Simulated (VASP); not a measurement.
# KF (F-43m) in VASP: further runs

KF is run at these levels: PBE; tasks: single point.

Program: VASP 6.6.1. These are calculated values, not measurements. Logs are shortened: lines on timing, memory, paths and dates and some standing lists are left out, and cuts for length are marked.

### Step 1. The cell of the first run

It takes space group F-43m (No. 216, cubic). The conventional cell has a = 5.871 Å, b = 5.871 Å, c = 5.871 Å, α = 90.00°, β = 90.00°, γ = 90.00°. K (site symmetry -43m) has 4 F at 2.54 Å within 3.4 Å. Within 3.4 Å of F (site symmetry -43m) lie 4 K at 2.54 Å.

### Step 2. Single point, PBE

The input, INCAR:

```
PREC = Accurate
ENCUT = 520
EDIFF = 1E-6
ISMEAR = 0
SIGMA = 0.01
LREAL = False
LASPH = True
NELM = 60
ALGO = Normal
ISIF = 2
LWAVE = False
LCHARG = False
GGA = PE
NBANDS = 15
```

The input, KPOINTS:

```
regular mesh
0
Gamma
  4 4 4
```

The input, POSCAR:

```
KF
1.0
    0.0000000000      2.9354015259      2.9354015259
    2.9354015259      0.0000000000      2.9354015259
    2.9354015259      2.9354015259      0.0000000000
K F
1 1
Direct
    0.0000000000      0.0000000000      0.0000000000
    0.2500000000      0.2500000000      0.2500000000
```

Potentials or basis: VASP PAW PBE potentials, release 64 (K_sv, F).

On the command line:

```sh
> cat potpaw_PBE.64/K_sv/POTCAR potpaw_PBE.64/F/POTCAR > POTCAR
> mpirun -np 1 vasp_std > vasp.out
```

OUTCAR:

```text
PREC = Accurate
   ENCUT = 520
   EDIFF = 1E-6
   ISMEAR = 0
   LREAL = False
   LASPH = True
   NELM = 60
   ISIF = 2
   GGA = PE

 ion  position               nearest neighbor table
   1  0.000  0.000  0.000-   2 2.54   2 2.54   2 2.54   2 2.54
   2  0.250  0.250  0.250-   1 2.54   1 2.54   1 2.54   1 2.54

  LATTYP: Found a face centered cubic cell.
 ALAT       =     5.8708030518

  Lattice vectors:

 A1 = (   0.0000000000,   2.9354015259,   2.9354015259)
 A2 = (   2.9354015259,   0.0000000000,   2.9354015259)
 A3 = (   2.9354015259,   2.9354015259,   0.0000000000)

Analysis of symmetry for initial positions (statically):
=====================================================================
 Subroutine PRICEL returns:
 Original cell was already a primitive cell.

 Routine SETGRP: Setting up the symmetry group for a
 face centered cubic supercell.

 Subroutine GETGRP returns: Found 24 space group operations
 (whereof 24 operations were pure point group operations)
 out of a pool of 48 trial point group operations.

The static configuration has the point symmetry T_d .

Analysis of symmetry for dynamics (positions and initial velocities):
=====================================================================
 Subroutine PRICEL returns:
 Original cell was already a primitive cell.

 Routine SETGRP: Setting up the symmetry group for a
 face centered cubic supercell.

 Subroutine GETGRP returns: Found 24 space group operations
 (whereof 24 operations were pure point group operations)
 out of a pool of 48 trial point group operations.

The dynamic configuration has the point symmetry T_d .

 Subroutine INISYM returns: Found 24 space group operations
 (whereof 24 operations are pure point group operations),
 and found     1 'primitive' translations

----------------------------------------------------------------------------------------

                                     Primitive cell

  volume of cell :      50.5863

  direct lattice vectors                    reciprocal lattice vectors
     0.000000000  2.935401526  2.935401526    -0.170334448  0.170334448  0.170334448
     2.935401526  0.000000000  2.935401526     0.170334448 -0.170334448  0.170334448
     2.935401526  2.935401526  0.000000000     0.170334448  0.170334448 -0.170334448

  length of vectors
     4.151284649  4.151284649  4.151284649     0.295027919  0.295027919  0.295027919

  position of ions in fractional coordinates (direct lattice)
     0.000000000  0.000000000  0.000000000
     0.250000000  0.250000000  0.250000000

  ion indices of the primitive-cell ions
   primitive index   ion index
                 1           1
                 2           2

----------------------------------------------------------------------------------------

 KPOINTS: regular mesh

Automatic generation of k-mesh.
 Grid dimensions read from file:
 generate k-points for:    4    4    4

 Generating k-lattice:

  Cartesian coordinates                     Fractional coordinates (reciprocal lattice)
    -0.042583612  0.042583612  0.042583612     0.250000000  0.000000000  0.000000000
     0.042583612 -0.042583612  0.042583612     0.000000000  0.250000000  0.000000000
     0.042583612  0.042583612 -0.042583612     0.000000000  0.000000000  0.250000000

  Length of vectors
     0.073756980  0.073756980  0.073756980

  Shift w.r.t. Gamma in fractional coordinates (k-lattice)
     0.000000000  0.000000000  0.000000000

 Subroutine IBZKPT returns following result:
 ===========================================

 Found      8 irreducible k-points:

 Following reciprocal coordinates:
            Coordinates               Weight
  0.000000  0.000000  0.000000      1.000000
  0.250000  0.000000  0.000000      8.000000
  0.500000  0.000000  0.000000      4.000000
  0.250000  0.250000  0.000000      6.000000
  0.500000  0.250000  0.000000     24.000000
 -0.250000  0.250000  0.000000     12.000000
  0.500000  0.500000  0.000000      3.000000
 -0.250000  0.500000  0.250000      6.000000
   k-points           NKPTS =      8   k-points in BZ     NKDIM =      8   number of bands    NBANDS=     15
   number of dos      NEDOS =    301   number of ions     NIONS =      2
   total plane-waves  NPLWV =  32768
   dimension x,y,z NGX =    32 NGY =   32 NGZ =   32
   dimension x,y,z NGXF=    64 NGYF=   64 NGZF=   64
   ions per type =               1   1
   NGX,Y,Z   is equivalent  to a cutoff of  12.81, 12.81, 12.81 a.u.
   NGXF,Y,Z  is equivalent  to a cutoff of  25.63, 25.63, 25.63 a.u.
 SYSTEM =  unknown system
   PREC   = accura    normal or accurate (medium, high low for compatibility)
   ISTART =      0    job   : 0-new  1-cont  2-samecut
   ICHARG =      2    charge: 1-file 2-atom 10-const
   ISPIN  =      1    spin polarized calculation?
   LNONCOLLINEAR =      F non collinear calculations
   LSORBIT =      F    spin-orbit coupling
   LASPH  =      T    aspherical Exc in radial PAW
   ENCUT  =  520.0 eV  38.22 Ry    6.18 a.u.   7.72  7.72  7.72*2*pi/ulx,y,z
   NELM   =     60;   NELMIN=  2; NELMDL= -5     # of ELM steps
   EDIFF  = 0.1E-05   stopping-criterion for ELM
   LREAL  =      F    real-space projection
   EDIFFG = 0.1E-04   stopping-criterion for IOM
   NSW    =      0    number of steps for IOM
   IBRION =     -1    ionic relax: 0-MD 1-quasi-New 2-CG
   NFREE  =      0    steps in history (QN), initial steepest desc. (CG)
   ISIF   =      2    stress and relaxation
   ISYM   =      2    0-nonsym 1-usesym 2-fastsym
   POTIM  = 0.5000    time-step for ionic-motion
   TEBEG  =    0.0;   TEEND  =   0.0 temperature during run
   PSTRESS=    0.0 pullay stress
   NELECT =      16.0000    total number of electrons
   NUPDOWN=      -1.0000    fix difference up-down
   EMIN   =  10.00;   EMAX   =-10.00  energy-range for DOS
   EFERMI =   0.00;   METHOD = LEGACY
   ISMEAR =     0;   SIGMA  =   0.01  broadening in eV -4-tet -1-fermi 0-gaus
   EFERMI_NEDOS =   21; number of points for ismear=-14 and -15
   IALGO  =     38    algorithm
   IMIX   =      4    mixing-type and parameters
     AMIX     =   0.40;   BMIX     =  1.00
     AMIX_MAG =   1.60;   BMIX_MAG =  1.00
  volume/ion in A,a.u.               =      25.29       170.69
  Fermi-wavevector in a.u.,A,eV,Ry     =   1.115417  2.107833 16.927762  1.244155
  Thomas-Fermi vector in A             =   2.252022
   LORBIT       =      0    0 simple, 1 ext, 2 COOP (PROOUT), +10 PAW based schemes
   GGA     = PE    functional components
   LHFCALC =     F    Hartree Fock is set to
   AEXX    =    0.0000 exact exchange contribution
   IVDW    =     0    specifies the selected vdW correction
   LEPSILON=     F    determine dielectric tensor
   LRPA    =     F    only Hartree local field effects (RPA)
 non-spin polarized calculation
 Gauss-broadening in eV      SIGMA  =   0.01
  energy-cutoff  :      520.00
  volume of cell :       50.59
 maximum number of plane-waves:      1380
 NGX is ok and might be reduce to    32
   NGX = 15   NGY = 15   NGZ = 15

 number of electron      15.9999996 magnetization

 Free energy of the ion-electron system (eV)
  ---------------------------------------------------
  ext. energy  EPLUGINS =         0.00000000
  ---------------------------------------------------
  free energy    TOTEN  =        -8.12124510 eV

  energy without entropy =       -8.12124510  energy(sigma->0) =       -8.12124510

 E-fermi :  -3.5216     XC(G=0):  -7.0168

 val. band max:       -3.6506376640   @ k =  -0.2500   0.5000   0.2500
 cond. band min:       1.5077104742   @ k =   0.0000   0.0000   0.0000
 fundamental gap:      5.1583481383
 Fermi energy:        -3.5216159973

 k-point     1 :       0.0000    0.0000    0.0000
  band No.  band energies     occupation
      1     -29.8403      2.00000
      2     -22.1792      2.00000
      3     -13.2450      2.00000
      4     -13.2450      2.00000
      5     -13.2450      2.00000
      6      -3.8600      2.00000
      7      -3.8600      2.00000
      8      -3.8600      2.00000
      9       1.5077      0.00000
     10       8.1073      0.00000
     11       8.1073      0.00000
     12       8.2476      0.00000
     13       8.2476      0.00000
     14       8.2476      0.00000
     15      13.2403      0.00000

 k-point     2 :       0.2500    0.0000    0.0000
  band No.  band energies     occupation
      1     -29.8197      2.00000
      2     -22.2197      2.00000
      3     -13.3006      2.00000
      4     -13.2693      2.00000
      5     -13.2693      2.00000
      6      -3.9276      2.00000
      7      -3.8128      2.00000
      8      -3.8128      2.00000
      9       2.6275      0.00000
     10       7.2692      0.00000
     11       7.4768      0.00000
     12       7.4768      0.00000
     13       8.9014      0.00000
     14       8.9014      0.00000
     15      10.8990      0.00000

 k-point     3 :       0.5000    0.0000    0.0000
  band No.  band energies     occupation
      1     -29.7989      2.00000
      2     -22.2601      2.00000
      3     -13.3600      2.00000
      4     -13.2934      2.00000
      5     -13.2934      2.00000
      6      -3.9224      2.00000
      7      -3.7685      2.00000
      8      -3.7685      2.00000
      9       4.3540      0.00000
     10       5.5595      0.00000
     11       7.2446      0.00000
     12       7.2446      0.00000
     13       9.3390      0.00000
     14       9.3390      0.00000
     15      10.5025      0.00000
[... 55 lines left out ...]
 k-point     7 :       0.5000    0.5000    0.0000
  band No.  band energies     occupation
      1     -29.7852      2.00000
      2     -22.2861      2.00000
      3     -13.3696      2.00000
      4     -13.3696      2.00000
      5     -13.2675      2.00000
      6      -4.1037      2.00000
      7      -3.6528      2.00000
      8      -3.6528      2.00000
      9       4.6068      0.00000
     10       4.7316      0.00000
     11       8.6601      0.00000
     12       9.2633      0.00000
     13       9.3491      0.00000
     14       9.3492      0.00000
     15      10.5719      0.00000

 k-point     8 :      -0.2500    0.5000    0.2500
  band No.  band energies     occupation
      1     -29.7852      2.00000
      2     -22.2855      2.00000
      3     -13.4373      2.00000
      4     -13.3739      2.00000
      5     -13.1996      2.00000
      6      -3.9136      2.00000
      7      -3.8237      2.00000
      8      -3.6506      2.00000
      9       4.6326      0.00000
     10       5.0070      0.00000
     11       7.8199      0.00000
     12       8.4064      0.00000
     13       9.6125      0.00000
     14       9.8710      0.00000
     15      10.1240      0.00000

------------------------ aborting loop because EDIFF is reached ----------------------------------------

  FORCE on cell =-STRESS in cart. coord.  units (eV):
  Direction    XX          YY          ZZ          XY          YZ          ZX
  --------------------------------------------------------------------------------------
  -------------------------------------------------------------------------------------
  Total        0.2969171      0.2969171      0.2969171     -0.0000000     -0.0000000     -0.0000000
  in kB        9.4040128      9.4040128      9.4040128     -0.0000000     -0.0000000     -0.0000000
  external PRESSURE =       9.4040128 kB  Pullay stress =       0.0000000 kB

 VOLUME and BASIS-vectors are now :
 -----------------------------------------------------------------------------
  energy-cutoff  :      520.00
  volume of cell :       50.59
      direct lattice vectors                 reciprocal lattice vectors
     0.000000000  2.935401526  2.935401526    -0.170334448  0.170334448  0.170334448
     2.935401526  0.000000000  2.935401526     0.170334448 -0.170334448  0.170334448
     2.935401526  2.935401526  0.000000000     0.170334448  0.170334448 -0.170334448

 POSITION                                       TOTAL-FORCE (eV/Angst)
 -----------------------------------------------------------------------------------
      0.00000      0.00000      0.00000        -0.000000     -0.000000     -0.000000
      1.46770      1.46770      1.46770         0.000000      0.000000      0.000000
 -----------------------------------------------------------------------------------
    total drift:                               -0.000000     -0.000000     -0.000000

  FREE ENERGIE OF THE ION-ELECTRON SYSTEM (eV)
  ---------------------------------------------------
  free  energy   TOTEN  =        -8.1212451040 eV

  energy  without entropy=       -8.1212451040  energy(sigma->0) =       -8.12124510
```

Run time: 5.5 s. Hardware: 1 thread of Intel Xeon 6975P-C (Granite Rapids), shared host; peak memory 0.17 GiB.

What came out:

```
Free energy            : -8.1212 eV
Pressure               : 0.9 GPa
Band gap on the k mesh : 5.16 eV, indirect (least direct gap 5.37 eV)
```

Caveat: the k points lie up to 0.46 Å⁻¹ apart.

### Step 3. Single point, PBE (volume changed by -5%)

The input, INCAR:

```
PREC = Accurate ; ENCUT = 600
EDIFF = 1E-6 ; ISMEAR = 0
SIGMA = 0.01 ; LREAL = False
LASPH = True ; NELM = 120
ALGO = Normal ; ISIF = 2
LWAVE = False ; LCHARG = True
GGA = PE ; LELF = True
LVHAR = True ; NBANDS = 15
GGA_COMPAT = False
```

KPOINTS is that of step 2.

The input, POSCAR:

```
KF
1.0
    0.0000000000      2.8856393444      2.8856393444
    2.8856393444      0.0000000000      2.8856393444
    2.8856393444      2.8856393444      0.0000000000
K F
1 1
Direct
    0.0000000000      0.0000000000      0.0000000000
    0.2500000000      0.2500000000      0.2500000000
```

Potentials or basis: VASP PAW PBE potentials, release 64 (K_sv, F).

On the command line:

```sh
> cat potpaw_PBE.64/K_sv/POTCAR potpaw_PBE.64/F/POTCAR > POTCAR
> mpirun -np 1 vasp_std > vasp.out
```

OUTCAR:

```text
PREC = Accurate
   ENCUT = 600
   EDIFF = 1E-6
   ISMEAR = 0
   LREAL = False
   LASPH = True
   NELM = 120
   ISIF = 2
   GGA = PE

 ion  position               nearest neighbor table
   1  0.000  0.000  0.000-   2 2.50   2 2.50   2 2.50   2 2.50
   2  0.250  0.250  0.250-   1 2.50   1 2.50   1 2.50   1 2.50

  LATTYP: Found a face centered cubic cell.
 ALAT       =     5.7712786888

  Lattice vectors:

 A1 = (   0.0000000000,   2.8856393444,   2.8856393444)
 A2 = (   2.8856393444,   0.0000000000,   2.8856393444)
 A3 = (   2.8856393444,   2.8856393444,   0.0000000000)

Analysis of symmetry for initial positions (statically):
=====================================================================
 Subroutine PRICEL returns:
 Original cell was already a primitive cell.

 Routine SETGRP: Setting up the symmetry group for a
 face centered cubic supercell.

 Subroutine GETGRP returns: Found 24 space group operations
 (whereof 24 operations were pure point group operations)
 out of a pool of 48 trial point group operations.

The static configuration has the point symmetry T_d .

Analysis of symmetry for dynamics (positions and initial velocities):
[... 157 lines left out ...]
      6      -3.8007      2.00000
      7      -3.8007      2.00000
      8      -3.8007      2.00000
      9       1.7532      0.00000
     10       8.4091      0.00000
     11       8.4091      0.00000
     12       8.6045      0.00000
     13       8.6045      0.00000
     14       8.6045      0.00000
[... 113 lines left out ...]
      2     -22.2466      2.00000
      3     -13.2092      2.00000
      4     -13.1350      2.00000
      5     -12.9188      2.00000
      6      -3.8448      2.00000
      7      -3.7368      2.00000
      8      -3.5471      2.00000
      9       4.8737      0.00000
     10       5.2384      0.00000
     11       8.1856      0.00000
     12       8.8404      0.00000
     13      10.1035      0.00000
     14      10.2752      0.00000
     15      10.7077      0.00000

------------------------ aborting loop because EDIFF is reached ----------------------------------------

  FORCE on cell =-STRESS in cart. coord.  units (eV):
  Direction    XX          YY          ZZ          XY          YZ          ZX
  --------------------------------------------------------------------------------------
  -------------------------------------------------------------------------------------
  Total        0.7063345      0.7063345      0.7063345     -0.0000000     -0.0000000     -0.0000000
  in kB       23.5485867     23.5485867     23.5485867     -0.0000000     -0.0000000     -0.0000000
  external PRESSURE =      23.5485867 kB  Pullay stress =       0.0000000 kB

 VOLUME and BASIS-vectors are now :
 -----------------------------------------------------------------------------
  energy-cutoff  :      600.00
  volume of cell :       48.06
      direct lattice vectors                 reciprocal lattice vectors
     0.000000000  2.885639344  2.885639344    -0.173271827  0.173271827  0.173271827
     2.885639344  0.000000000  2.885639344     0.173271827 -0.173271827  0.173271827
     2.885639344  2.885639344  0.000000000     0.173271827  0.173271827 -0.173271827

 POSITION                                       TOTAL-FORCE (eV/Angst)
 -----------------------------------------------------------------------------------
      0.00000      0.00000      0.00000         0.000000      0.000000      0.000000
      1.44282      1.44282      1.44282        -0.000000     -0.000000     -0.000000
 -----------------------------------------------------------------------------------
    total drift:                               -0.000000     -0.000000     -0.000000

  FREE ENERGIE OF THE ION-ELECTRON SYSTEM (eV)
  ---------------------------------------------------
  free  energy   TOTEN  =        -8.0949277618 eV

  energy  without entropy=       -8.0949277618  energy(sigma->0) =       -8.09492776
```

OSZICAR:

```text
N       E                     dE             d eps       ncg     rms          rms(c)
DAV:   1     0.121180603661E+03    0.12118E+03   -0.84405E+03   240   0.110E+03
DAV:   2    -0.388114473937E+01   -0.12506E+03   -0.11284E+03   310   0.285E+02
DAV:   3    -0.943657478793E+01   -0.55554E+01   -0.55267E+01   324   0.552E+01
DAV:   4    -0.965028981449E+01   -0.21372E+00   -0.21369E+00   325   0.941E+00
DAV:   5    -0.965153682788E+01   -0.12470E-02   -0.12470E-02   317   0.877E-01    0.695E+00
DAV:   6    -0.813040047773E+01    0.15211E+01   -0.45707E+00   268   0.166E+01    0.419E+00
DAV:   7    -0.809027027072E+01    0.40130E-01   -0.12420E-01   263   0.263E+00    0.246E+00
DAV:   8    -0.808974910150E+01    0.52117E-03   -0.75066E-02   261   0.261E+00    0.320E-01
DAV:   9    -0.809299802313E+01   -0.32489E-02   -0.75488E-03   299   0.575E-01    0.144E-01
DAV:  10    -0.809497051267E+01   -0.19725E-02   -0.22502E-03   247   0.398E-01    0.629E-02
DAV:  11    -0.809491859816E+01    0.51915E-04   -0.13150E-04   310   0.953E-02    0.241E-02
DAV:  12    -0.809492756504E+01   -0.89669E-05   -0.44172E-05   247   0.520E-02    0.791E-03
DAV:  13    -0.809492776184E+01   -0.19680E-06   -0.54809E-06   308   0.161E-02
   1 F= -.80949278E+01 E0= -.80949278E+01  d E =-.599578-101
```

stdout:

```text
POSCAR found type information on POSCAR K F
 POSCAR found :  2 types and       2 ions
 scaLAPACK will be used
 LDA part: xc-table for (Slater+PW92), standard interpolation
 POSCAR, INCAR and KPOINTS ok, starting setup
 FFT: planning ... GRIDC
 FFT: planning ... GRID_SOFT
 FFT: planning ... GRID
 WAVECAR not read
 entering main loop
```

Wall time 9.4 s (1 thread of AMD EPYC 7R13 (Zen 3), shared host); peak memory 0.17 GiB.

What came out:

```yaml
Free_energy: -8.0949 eV
Pressure: 2.4 GPa
Band_gap_on_the_k_mesh: 5.30 eV, indirect (least direct gap 5.55 eV)
```

Caveat: the k points lie up to 0.47 Å⁻¹ apart. A k mesh can miss the band edges.
